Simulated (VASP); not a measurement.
Runs of VASP 6.6.1 on Mg. The structure is that of space group Fm-3m (No. 225), or close to it. The cells are those of the table. 

```csv
cell,k mesh,gap on the mesh (eV),pressure (GPa)
"a = 3.049 Å, angles 60.0°, 1 atom",14 × 14 × 14,none,(a)
"a = 3.092 Å, angles 60.0°, 1 atom",14 × 14 × 14,none,1.5
"a = 3.134 Å, angles 60.0°, 1 atom",14 × 14 × 14,none,-0.2
"a = 3.004 Å, angles 60.0°, 1 atom",14 × 14 × 14,none,(c)
"a = 3.134 Å, angles 60.0°, 1 atom",20 × 20 × 20,none,(b)
"a = 3.176 Å, angles 60.0°, 1 atom",14 × 14 × 14,none,-1.7
"a = 3.255 Å, angles 60.0°, 1 atom",14 × 14 × 14,none,-3.7
"a = 3.216 Å, angles 60.0°, 1 atom",14 × 14 × 14,none,-2.8
```

Alike in all rows: task single point; level LDA; potentials or basis VASP PAW LDA potentials, release 64 (Mg); no spin polarisation; cutoff (eV) 520; smearing fermi-dirac 0.1 eV.

Q: Fill in the values left out.

A: (a) 3.6; (b) -0.3; (c) 6.2.

A gap of «none» marks levels without a gap at the run's occupations.
